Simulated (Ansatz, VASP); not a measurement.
# One calculation of Si4Cl, two programs

```
CELL_PARAMETERS angstrom
4.70919 0.00000 0.00000
0.00000 4.70919 0.00000
0.00000 0.00000 4.70919
ATOMIC_POSITIONS crystal
Si 0.50000 0.50000 0.50000
Si 0.00000 0.50000 0.50000
Si 0.50000 0.00000 0.50000
Si 0.50000 0.50000 0.00000
Cl 0.00000 0.00000 0.00000
```

Change from the starting cell: species swapped into the Mn4N type (Pm-3m, No. 221).

Alike in both runs: functional PBE; k mesh 4 × 4 × 4; occupations gaussian, width 0.2 eV; no spin polarisation.

Ansatz relaxed the structure, and its values are those at the end. VASP's run is a single point on that final structure, the one shown.

|  | VASP | Ansatz |
| --- | --- | --- |
| version | VASP 6.6.1 | Ansatz 0.2.0 |
| potentials or method | VASP PAW PBE potentials, release 64 (Si, Cl), cutoff 500 eV | scalar-relativistic, plane waves, PAW |
| valence electrons in the cell | 23 | 23 |

```tsv
	VASP	Ansatz	Ansatz less VASP
gap on the k mesh at the Fermi level (eV)	none	none	-
pressure (GPa)	0.4	0.4	+0.05
```

A gap of «none» marks a metal or a gap that the smearing closes.
